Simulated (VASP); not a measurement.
Set up this calculation in VASP 6.6.1, as the native input.

```
Task                   : single point
Functional             : PBEsol
Potentials or basis    : VASP PAW PBE potentials, release 64 (Sr_sv, Zn)
Cutoff                 : 500 eV
k mesh                 : 4 × 4 × 4
Occupations            : fermi-dirac, width 0.1 eV
Spin                   : no spin polarisation
Dipole correction      : no
Further INCAR settings : ALGO = Normal; EDIFF = 1e-06; NBANDS = 29
```

The structure of Sr3Zn lies in POSCAR:

```
Sr3Zn
1.0
    5.4058796508      0.0000000000      0.0000000000
    0.0000000000      5.4058796508      0.0000000000
    0.0000000000      0.0000000000      5.4058796508
Sr Zn
3 1
Direct
    0.5000000000      0.0000000000      0.5000000000
    0.5000000000      0.5000000000      0.0000000000
    0.0000000000      0.5000000000      0.5000000000
    0.0000000000      0.0000000000      0.0000000000
```

The input as run:

INCAR

```
PREC = Accurate
ENCUT = 500
EDIFF = 1E-6
ISMEAR = -1
SIGMA = 0.1
LREAL = False
LASPH = True
NELM = 120
ALGO = Normal
ISIF = 2
LWAVE = False
LCHARG = False
GGA = PS
NBANDS = 29
GGA_COMPAT = False
```

KPOINTS

```
regular mesh
0
Gamma
  4 4 4
```

Potentials or basis: VASP PAW PBE potentials, release 64 (Sr_sv, Zn).

The run is started by

```console
$ cat potpaw_PBE.64/Sr_sv/POTCAR potpaw_PBE.64/Zn/POTCAR > POTCAR
$ mpirun -np 1 vasp_std > vasp.out
```

Results of the run:

| Property | Result |
| --- | --- |
| Pressure | -0.4 GPa |
| Band gap on the k mesh | zero (band 21 reaches 2.32 eV, above the bottom of band 22 at 1.85 eV) |

Caveat: the PAW data sets were made with another functional, which shifts forces and pressure a little.

Wall time 17 s on 1 thread of Intel(R) Xeon(R) Platinum 8559C (Emerald Rapids), with other jobs on the host, peak memory 0.26 GiB.
